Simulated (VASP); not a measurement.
# Ag (I4/mmm) in VASP: notebook

Ag is run at these levels: LDA; tasks: single point.

Everything below comes from runs of VASP 6.6.1. Logs are shortened: lines on timing, memory, paths and dates and some standing lists are left out, and cuts for length are marked.

### Step 1. The cell of the first run

Symmetry: I4/mmm, No. 139, tetragonal system. The conventional cell has a = 3.477 Å, b = 3.477 Å, c = 3.311 Å, α = 90.00°, β = 90.00°, γ = 90.00°. Within 3.9 Å of Ag (site symmetry 4/mmm) lie 14 Ag at 2.96 to 3.48 Å.

### Step 2. Single point, LDA (strain +0.050 along x and y, +0.000 along z)

INCAR

```
PREC     = Accurate       # precision mode
ENCUT    = 520            # plane-wave cutoff, eV
EDIFF    = 1E-6           # SCF threshold, eV
ISMEAR   = 0              # smearing method
SIGMA    = 0.15           # smearing width, eV
LREAL    = False          # projectors in reciprocal space
LASPH    = True           # aspherical terms in the spheres
NELM     = 100            # most SCF steps
ALGO     = Fast           # electronic algorithm
ISIF     = 2              # what is computed and relaxed
LWAVE    = False          # write WAVECAR
LCHARG   = False          # write CHGCAR
NBANDS   = 12             # bands
```

KPOINTS

```
regular mesh
0
Gamma
  20 20 20
```

POSCAR

```
Ag
1.0
   -1.7384367000      1.7384367000      1.6556540000
    1.7384367000     -1.7384367000      1.6556540000
    1.7384367000      1.7384367000     -1.6556540000
Ag
1
Direct
    0.0000000000      0.0000000000      0.0000000000
```

Potentials or basis: VASP PAW LDA potentials, release 64 (Ag).

Run with:

```
$ cat potpaw_LDA.64/Ag/POTCAR > POTCAR
$ mpirun -np 1 vasp_std > vasp.out
```

OUTCAR:

```text
PREC = Accurate
   ENCUT = 520
   EDIFF = 1E-6
   ISMEAR = 0
   LREAL = False
   LASPH = True
   NELM = 100
   ISIF = 2

 ion  position               nearest neighbor table
   1  0.000  0.000  0.000-

  LATTYP: Found a body centered tetragonal cell.
 ALAT       =     3.4768734000
 C/A-ratio  =     0.9523809524

  Lattice vectors:

 A1 = (  -1.7384367000,   1.7384367000,   1.6556540000)
 A2 = (   1.7384367000,  -1.7384367000,   1.6556540000)
 A3 = (   1.7384367000,   1.7384367000,  -1.6556540000)

Analysis of symmetry for initial positions (statically):
=====================================================================
 Subroutine PRICEL returns:
 Original cell was already a primitive cell.

 Routine SETGRP: Setting up the symmetry group for a
 body centered tetragonal supercell.

 Subroutine GETGRP returns: Found 16 space group operations
 (whereof 16 operations were pure point group operations)
 out of a pool of 16 trial point group operations.

The static configuration has the point symmetry D_4h.

Analysis of symmetry for dynamics (positions and initial velocities):
=====================================================================
 Subroutine PRICEL returns:
 Original cell was already a primitive cell.

 Routine SETGRP: Setting up the symmetry group for a
 body centered tetragonal supercell.

 Subroutine GETGRP returns: Found 16 space group operations
 (whereof 16 operations were pure point group operations)
 out of a pool of 16 trial point group operations.

The dynamic configuration has the point symmetry D_4h.

 Subroutine INISYM returns: Found 16 space group operations
 (whereof 16 operations are pure point group operations),
 and found     1 'primitive' translations

----------------------------------------------------------------------------------------

                                     Primitive cell

  volume of cell :      20.0146

  direct lattice vectors                    reciprocal lattice vectors
    -1.738436700  1.738436700  1.655654000     0.000000000  0.287614729  0.301995465
     1.738436700 -1.738436700  1.655654000     0.287614729  0.000000000  0.301995465
     1.738436700  1.738436700 -1.655654000     0.287614729  0.287614729  0.000000000

  length of vectors
     2.964036857  2.964036857  2.964036857     0.417041357  0.417041357  0.406748650

  position of ions in fractional coordinates (direct lattice)
     0.000000000  0.000000000  0.000000000

  ion indices of the primitive-cell ions
   primitive index   ion index
                 1           1

----------------------------------------------------------------------------------------

 KPOINTS: regular mesh

Automatic generation of k-mesh.
 Grid dimensions read from file:
 generate k-points for:   20   20   20

 Generating k-lattice:

  Cartesian coordinates                     Fractional coordinates (reciprocal lattice)
     0.000000000  0.014380736  0.015099773     0.050000000 -0.000000000  0.000000000
     0.014380736  0.000000000  0.015099773    -0.000000000  0.050000000  0.000000000
     0.014380736  0.014380736  0.000000000     0.000000000  0.000000000  0.050000000

  Length of vectors
     0.020852068  0.020852068  0.020337433

  Shift w.r.t. Gamma in fractional coordinates (k-lattice)
     0.000000000  0.000000000  0.000000000

 Subroutine IBZKPT returns following result:
 ===========================================

 Found    641 irreducible k-points:

 Following reciprocal coordinates:
            Coordinates               Weight
  0.000000  0.000000  0.000000      1.000000
  0.050000 -0.000000  0.000000      8.000000
  0.100000  0.000000  0.000000      8.000000
  0.150000  0.000000  0.000000      8.000000
  0.200000  0.000000  0.000000      8.000000
  0.250000  0.000000  0.000000      8.000000
[... 16 lines left out ...]
 -0.400000  0.050000  0.000000     16.000000
 -0.350000  0.050000  0.000000     16.000000
 [... further k-points ...]
   k-points           NKPTS =    641   k-points in BZ     NKDIM =    641   number of bands    NBANDS=     12
   number of dos      NEDOS =    301   number of ions     NIONS =      1
   total plane-waves  NPLWV =  13824
   dimension x,y,z NGX =    24 NGY =   24 NGZ =   24
   dimension x,y,z NGXF=    48 NGYF=   48 NGZF=   48
   ions per type =               1
   NGX,Y,Z   is equivalent  to a cutoff of  13.46, 13.46, 13.46 a.u.
   NGXF,Y,Z  is equivalent  to a cutoff of  26.92, 26.92, 26.92 a.u.
 SYSTEM =  unknown system
   PREC   = accura    normal or accurate (medium, high low for compatibility)
   ISTART =      0    job   : 0-new  1-cont  2-samecut
   ICHARG =      2    charge: 1-file 2-atom 10-const
   ISPIN  =      1    spin polarized calculation?
   LNONCOLLINEAR =      F non collinear calculations
   LSORBIT =      F    spin-orbit coupling
   LASPH  =      T    aspherical Exc in radial PAW
   ENCUT  =  520.0 eV  38.22 Ry    6.18 a.u.   5.51  5.51  5.51*2*pi/ulx,y,z
   NELM   =    100;   NELMIN=  2; NELMDL= -5     # of ELM steps
   EDIFF  = 0.1E-05   stopping-criterion for ELM
   LREAL  =      F    real-space projection
   EDIFFG = 0.1E-04   stopping-criterion for IOM
   NSW    =      0    number of steps for IOM
   IBRION =     -1    ionic relax: 0-MD 1-quasi-New 2-CG
   NFREE  =      0    steps in history (QN), initial steepest desc. (CG)
   ISIF   =      2    stress and relaxation
   ISYM   =      2    0-nonsym 1-usesym 2-fastsym
   POTIM  = 0.5000    time-step for ionic-motion
   TEBEG  =    0.0;   TEEND  =   0.0 temperature during run
   PSTRESS=    0.0 pullay stress
   NELECT =      11.0000    total number of electrons
   NUPDOWN=      -1.0000    fix difference up-down
   EMIN   =  10.00;   EMAX   =-10.00  energy-range for DOS
   EFERMI =   0.00;   METHOD = LEGACY
   ISMEAR =     0;   SIGMA  =   0.15  broadening in eV -4-tet -1-fermi 0-gaus
   EFERMI_NEDOS =   21; number of points for ismear=-14 and -15
   IALGO  =     68    algorithm
   IMIX   =      4    mixing-type and parameters
     AMIX     =   0.40;   BMIX     =  1.00
     AMIX_MAG =   1.60;   BMIX_MAG =  1.00
  volume/ion in A,a.u.               =      20.01       135.07
  Fermi-wavevector in a.u.,A,eV,Ry     =   1.340983  2.534090 24.466479  1.798235
  Thomas-Fermi vector in A             =   2.469253
   LORBIT       =      0    0 simple, 1 ext, 2 COOP (PROOUT), +10 PAW based schemes
   GGA     = CA    functional components
   LHFCALC =     F    Hartree Fock is set to
   AEXX    =    0.0000 exact exchange contribution
   IVDW    =     0    specifies the selected vdW correction
   LEPSILON=     F    determine dielectric tensor
   LRPA    =     F    only Hartree local field effects (RPA)
 non-spin polarized calculation
 RMM-DIIS sequential band-by-band and
 Gauss-broadening in eV      SIGMA  =   0.15
  energy-cutoff  :      520.00
  volume of cell :       20.01
 maximum number of plane-waves:       558
 NGX is ok and might be reduce to    24
   NGX = 11   NGY = 11   NGZ = 11

 number of electron      11.0000000 magnetization

 Free energy of the ion-electron system (eV)
  ---------------------------------------------------
  ext. energy  EPLUGINS =         0.00000000
  ---------------------------------------------------
  free energy    TOTEN  =        -3.50357591 eV

  energy without entropy =       -3.50004561  energy(sigma->0) =       -3.50181076

 E-fermi :   6.1012     XC(G=0): -11.6651

 val. band max:        6.1007800456   @ k =   0.3000   0.1500   0.0500
 cond. band min:       6.1204768187   @ k =  -0.4000   0.4000   0.2000
 fundamental gap:      0.0196967731
 Fermi energy:         6.1012206971

 k-point     1 :       0.0000    0.0000    0.0000
  band No.  band energies     occupation
      1      -0.6317      2.00000
      2       1.6208      2.00000
      3       1.8010      2.00000
      4       1.8010      2.00000
      5       2.6657      2.00000
      6       2.8669      2.00000
      7      23.1293      0.00000
      8      23.1293      0.00000
      9      23.9781      0.00000
     10      26.9772      0.00000
     11      26.9772      0.00000
     12      27.9827      0.00000

 k-point     2 :       0.0500   -0.0000    0.0000
  band No.  band energies     occupation
      1      -0.5572      2.00000
      2       1.6298      2.00000
      3       1.8025      2.00000
      4       1.8131      2.00000
      5       2.6662      2.00000
      6       2.8531      2.00000
      7      23.0152      0.00000
      8      23.1507      0.00000
      9      23.7720      0.00000
     10      26.3136      0.00000
     11      26.5206      0.00000
     12      27.0092      0.00000

 k-point     3 :       0.1000    0.0000    0.0000
  band No.  band energies     occupation
      1      -0.3394      2.00000
      2       1.6199      2.00000
      3       1.8078      2.00000
      4       1.8860      2.00000
      5       2.6672      2.00000
      6       2.8198      2.00000
      7      22.4276      0.00000
      8      23.1322      0.00000
      9      23.2051      0.00000
     10      25.4686      0.00000
     11      25.5187      0.00000
     12      26.1836      0.00000
[... 286 lines left out ...]
 k-point    23 :      -0.4000    0.0500    0.0000
  band No.  band energies     occupation
      1       0.7426      2.00000
      2       1.1790      2.00000
      3       2.7287      2.00000
      4       2.8156      2.00000
      5       3.1300      2.00000
      6       4.4220      2.00000
      7      12.5560      0.00000
      8      18.6677      0.00000
      9      19.4067      0.00000
     10      24.0447      0.00000
     11      25.0914      0.00000
     12      29.8864      0.00000

 k-point    24 :      -0.3500    0.0500    0.0000
  band No.  band energies     occupation
      1       0.8041      2.00000
      2       1.2550      2.00000
      3       2.6820      2.00000
      4       2.7189      2.00000
      5       2.8671      2.00000
      6       3.5231      2.00000
      7      14.3436      0.00000
      8      19.1787      0.00000
      9      20.1047      0.00000
     10      23.9709      0.00000
     11      25.1216      0.00000
     12      28.9722      0.00000

 [... further k-points ...]

------------------------ aborting loop because EDIFF is reached ----------------------------------------

  FORCE on cell =-STRESS in cart. coord.  units (eV):
  Direction    XX          YY          ZZ          XY          YZ          ZX
  --------------------------------------------------------------------------------------
  -------------------------------------------------------------------------------------
  Total       -1.9240073     -1.9240073     -2.0036734      0.0000000     -0.0000000      0.0000000
  in kB     -154.0174586   -154.0174586   -160.3947599      0.0000000     -0.0000000      0.0000000
  external PRESSURE =    -156.1432257 kB  Pullay stress =       0.0000000 kB

 VOLUME and BASIS-vectors are now :
 -----------------------------------------------------------------------------
  energy-cutoff  :      520.00
  volume of cell :       20.01
      direct lattice vectors                 reciprocal lattice vectors
    -1.738436700  1.738436700  1.655654000     0.000000000  0.287614729  0.301995465
     1.738436700 -1.738436700  1.655654000     0.287614729  0.000000000  0.301995465
     1.738436700  1.738436700 -1.655654000     0.287614729  0.287614729  0.000000000

 POSITION                                       TOTAL-FORCE (eV/Angst)
 -----------------------------------------------------------------------------------
      0.00000      0.00000      0.00000        -0.000000      0.000000      0.000000
 -----------------------------------------------------------------------------------
    total drift:                               -0.000000      0.000000      0.000000

  FREE ENERGIE OF THE ION-ELECTRON SYSTEM (eV)
  ---------------------------------------------------
  free  energy   TOTEN  =        -3.5035759064 eV

  energy  without entropy=       -3.5000456057  energy(sigma->0) =       -3.50181076
```

Wall time 2.6 min (1 thread of Intel Xeon 8259CL, shared host); peak memory 0.25 GiB.

Results:

| Quantity | Value |
| --- | --- |
| Free energy | -3.5036 eV |
| Pressure | -15.6 GPa |
| Band gap on the k mesh | zero (an odd number of electrons rules out a gap without spin polarisation) |

Levels at points of the mesh, in eV from the Fermi level:
| k point | band 3 | band 4 | band 5 | band 6 | band 7 | band 8 | band 9 | band 10 |
| --- | --- | --- | --- | --- | --- | --- | --- | --- |
| (0.00, 0.00, 0.00) | -4.30 | -4.30 | -3.44 | -3.23 | 17.03 | 17.03 | 17.88 | 20.88 |
| (0.50, 0.00, 0.00) | -3.37 | -3.15 | -2.56 | 0.34 | 3.40 | 12.41 | 12.61 | 17.86 |
| (0.50, 0.50, 0.00) | -3.52 | -3.30 | -2.59 | 0.09 | 2.96 | 13.23 | 13.62 | 18.65 |
| (0.50, 0.50, 0.50) | -2.77 | -2.77 | -2.71 | 5.93 | 5.93 | 7.23 | 10.30 | 11.86 |

Caveat: the cell differs from its parent crystal (strain +0.050 along x and y, +0.000 along z); the cell stands under tension.

### Step 3. Single point, LDA (strain +0.025 along x and y, +0.050 along z)

INCAR

```
SYSTEM = Ag
PREC = Accurate
ENCUT = 520
EDIFF = 1E-6
ISMEAR = 0
SIGMA = 0.15
LREAL = .FALSE.
LASPH = .TRUE.
NELM = 60
ALGO = Fast
ISIF = 2
LWAVE = .FALSE.
LCHARG = .FALSE.
NBANDS = 12
```

KPOINTS

```
regular mesh
0
G
  20 20 20
  0 0 0
```

POSCAR

```
Ag
1.0
   -1.6970453500      1.6970453500      1.7384367000
    1.6970453500     -1.6970453500      1.7384367000
    1.6970453500      1.6970453500     -1.7384367000
Ag
1
Direct
    0.0000000000      0.0000000000      0.0000000000
```

Potentials or basis: VASP PAW LDA potentials, release 64 (Ag).

Run with:

```
$ cat potpaw_LDA.64/Ag/POTCAR > POTCAR
$ mpirun -np 1 vasp_std > vasp.out
```

It took 2.6 min on 1 thread of Intel Xeon 8259CL, shared host; peak memory 0.25 GiB.

Results (log left out):

```
Free energy            : -3.5012 eV
Pressure               : -15.6 GPa
Band gap on the k mesh : zero (an odd number of electrons rules out a gap without spin polarisation)
```

Stress tensor (GPa, compression positive):
```
-15.69   0.00   0.00
  0.00 -15.69   0.00
  0.00   0.00 -15.44
```

Levels at points of the mesh, in eV from the Fermi level:
```csv
k point,band 4,band 5,band 6,band 7,band 8,band 9
"(0.00, 0.00, 0.00)",-4.31,-3.37,-3.28,17.09,17.44,17.44
"(0.50, 0.00, 0.00)",-3.24,-2.57,0.22,3.17,12.80,13.09
"(0.50, 0.50, 0.00)",-3.21,-2.55,0.34,3.38,12.40,12.60
"(0.50, 0.50, 0.50)",-2.74,-2.74,5.93,6.56,6.56,10.44
```

Caveat: the cell differs from its parent crystal (strain +0.025 along x and y, +0.050 along z); the cell stands under tension.

### Step 4. Single point, LDA (strain +0.050 along x and y, +0.025 along z)

INCAR

```
SYSTEM = Ag
ALGO = Fast ; EDIFF = 1E-6
ENCUT = 520 ; ISIF = 2
ISMEAR = 0 ; LASPH = .TRUE.
LCHARG = .FALSE. ; LREAL = .FALSE.
LWAVE = .FALSE. ; NBANDS = 12
NELM = 100 ; PREC = Accurate
SIGMA = 0.15
```

KPOINTS

```
k-points
0
G
  20 20 20
  0 0 0
```

POSCAR

```
Ag
1.0
   -1.7384367000      1.7384367000      1.6970453500
    1.7384367000     -1.7384367000      1.6970453500
    1.7384367000      1.7384367000     -1.6970453500
Ag
1
Direct
    0.0000000000      0.0000000000      0.0000000000
```

Run with:

```
$ cat potpaw_LDA.64/Ag/POTCAR > POTCAR
$ mpirun -np 1 vasp_std > vasp.out
```

Wall time 2.7 min (1 thread of Intel Xeon 8259CL, shared host); peak memory 0.25 GiB.

Results (log left out):

| Property | Result |
| --- | --- |
| Free energy | -3.4528 eV |
| Pressure | -16.2 GPa |
| Band gap on the k mesh | zero (an odd number of electrons rules out a gap without spin polarisation) |

Stress tensor (GPa, compression positive):
```
-16.10   0.00   0.00
  0.00 -16.10   0.00
  0.00   0.00 -16.45
```

Levels at points of the mesh, in eV from the Fermi level:
```tsv
k point	band 4	band 5	band 6	band 7	band 8	band 9
(0.00, 0.00, 0.00)	-4.26	-3.34	-3.25	17.09	17.09	17.48
(0.50, 0.00, 0.00)	-3.18	-2.56	0.35	3.20	12.43	12.57
(0.50, 0.50, 0.00)	-3.24	-2.58	0.23	2.98	12.84	13.05
(0.50, 0.50, 0.50)	-2.75	-2.72	6.08	6.08	6.70	10.16
```

Caveat: the cell differs from its parent crystal (strain +0.050 along x and y, +0.025 along z); the cell stands under tension.

### Step 5. Single point, LDA (strain -0.050 along x and y, -0.025 along z)

INCAR

```
SYSTEM = Ag
PREC = Accurate
ENCUT = 520
EDIFF = 1E-7
ISMEAR = 0
SIGMA = 0.15
LREAL = .FALSE.
LASPH = .TRUE.
NELM = 100
ALGO = Normal
ISIF = 2
LWAVE = .FALSE.
LCHARG = .FALSE.
NBANDS = 12
```

KPOINTS

```
Automatic mesh
0
G
  20 20 20
  0 0 0
```

POSCAR

```
Ag
1.0
   -1.5728713000      1.5728713000      1.6142626500
    1.5728713000     -1.5728713000      1.6142626500
    1.5728713000      1.5728713000     -1.6142626500
Ag
1
Direct
    0.0000000000      0.0000000000      0.0000000000
```

Run with:

```
$ cat potpaw_LDA.64/Ag/POTCAR > POTCAR
$ mpirun -np 1 vasp_std > vasp.out
```

It took 2.2 min on 1 thread of Intel Xeon 8259CL, shared host; peak memory 0.22 GiB.

Results (log left out):

| Quantity | Value |
| --- | --- |
| Free energy | -3.7411 eV |
| Pressure | 1.3 GPa |
| Band gap on the k mesh | zero (an odd number of electrons rules out a gap without spin polarisation) |

Stress tensor (GPa, compression positive):
```
1.06 0.00 0.00
0.00 1.06 0.00
0.00 0.00 1.81
```

Levels at points of the mesh, in eV from the Fermi level:
| k point | band 2 | band 3 | band 4 | band 5 | band 6 | band 7 | band 8 | band 9 | band 10 | band 11 |
| --- | --- | --- | --- | --- | --- | --- | --- | --- | --- | --- |
| (0.00, 0.00, 0.00) | -5.23 | -5.23 | -5.09 | -3.75 | -3.60 | 17.85 | 18.31 | 18.31 | 24.85 | 25.19 |
| (0.50, 0.00, 0.00) | -6.02 | -3.81 | -3.52 | -2.53 | -0.35 | 4.43 | 13.66 | 15.15 | 21.07 | 22.50 |
| (0.50, 0.50, 0.00) | -6.17 | -3.63 | -3.48 | -2.50 | -0.19 | 4.70 | 13.25 | 14.52 | 20.63 | 21.84 |
| (0.50, 0.50, 0.50) | -6.81 | -2.83 | -2.79 | -2.79 | 6.47 | 7.25 | 7.25 | 13.39 | 14.29 | 14.51 |

Caveat: the cell differs from its parent crystal (strain -0.050 along x and y, -0.025 along z).

### Step 6. The runs side by side

| cell | gap on the mesh (eV) | pressure (GPa) |
| --- | --- | --- |
| a = 2.964 Å, angles 108.2, 108.2, 112.1°, 1 atom | none | -15.6 |
| a = 2.963 Å, angles 110.1, 110.1, 108.2°, 1 atom | none | -15.6 |
| a = 2.987 Å, angles 108.8, 108.8, 110.8°, 1 atom | none | -16.2 |
| a = 2.748 Å, angles 110.2, 110.2, 108.1°, 1 atom | none | 1.3 |

Alike in all rows: task single point; level LDA; potentials or basis VASP PAW LDA potentials, release 64 (Ag); no spin polarisation; k mesh 20 × 20 × 20; cutoff (eV) 520; smearing gaussian 0.15 eV.

Caveats: the cell stands under tension (at least some runs).

Absolute energies hang on the potentials; compare differences alone.
